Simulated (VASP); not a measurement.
The system is CoO.

```
Co O
1.0
    -1.50800    1.50800    2.10725
     1.50800   -1.50800    2.10725
     1.50800    1.50800   -2.10725
Co O
1 1
Cartesian
  0.0000 0.0000 0.0000
  0.0000 0.0000 2.1072
```

Base run:

* Program: VASP 6.6.1
* Functional: PBEsol
* Potentials or basis: VASP PAW PBE potentials, release 64 (Co, O)
* Cutoff: 520 eV
* k mesh: 10 × 10 × 10
* Occupations: fermi-dirac, width 0.05 eV
* Spin: collinear spin, ferromagnetic start
* Starting moments: [2.0, 0.0] μB
* Fixed moment: 2 μB

Its results: pressure -17.7 GPa; site moments Co +1.88; O +0.10 μB.

**Question.** After a change of settings the same cell gave: pressure 15.2 GPa; site moments Co +3.07; O +0.66 μB. Which change was it?
A. fixed moment from 2 μB to 3 μB; moments at the start from [2.0, 0.0] to [3.0, 0.0]
B. fixed moment from 2 μB to 1.5 μB; moments at the start from [2.0, 0.0] to [1.5, 0.0]
C. fixed moment from 2 μB to 4 μB; moments at the start from [2.0, 0.0] to [4.0, 0.0]

**Answer.** C.

Caveats: the PAW data sets were made with another functional, which shifts forces and pressure a little; the total moment is fixed, so each spin has its own Fermi level; a cell with one magnetic atom can't hold antiferromagnetic order, which such compounds often take; the cell stands under tension (at least some runs); the cell stands under pressure (at least some runs).
